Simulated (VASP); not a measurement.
A run of VASP 6.6.1 is set up as follows.

The input INCAR:

```
ALGO     = Normal         # electronic algorithm
EDIFF    = 1E-6           # SCF threshold, eV
ENCUT    = 520            # plane-wave cutoff, eV
GGA      = PS             # functional
ISIF     = 2              # what is computed and relaxed
ISMEAR   = 0              # smearing method
LASPH    = T              # aspherical terms in the spheres
LCHARG   = T              # write CHGCAR
LELF     = T              # ELF
LREAL    = F              # projectors in reciprocal space
LVHAR    = T            
LWAVE    = F              # write WAVECAR
NBANDS   = 8              # bands
NELM     = 100            # most SCF steps
PREC     = Accurate       # precision mode
SIGMA    = 0.15           # smearing width, eV
```

Contents of KPOINTS:

```
k-points
0
Gamma
  20 20 20
```

POSCAR

```
Al
1.0
   -1.5912186900      1.5912186900      1.6707796245
    1.5912186900     -1.5912186900      1.6707796245
    1.5912186900      1.5912186900     -1.6707796245
Al
1
Direct
    0.0000000000      0.0000000000      0.0000000000
```

Potentials or basis: VASP PAW PBE potentials, release 64 (Al).

The run is started by

```console
$ cat potpaw_PBE.64/Al/POTCAR > POTCAR
$ mpirun -np 1 vasp_std > vasp.out
```

Estimate the pressure.

-1.4 GPa.

Stress tensor (GPa, compression positive):
```
-2.15  0.00  0.00
 0.00 -2.15  0.00
 0.00  0.00  0.05
```

Caveat: the cell differs from its parent crystal (strain +0.000 along x and y, +0.050 along z); the PAW data sets were made with another functional, which shifts forces and pressure a little.
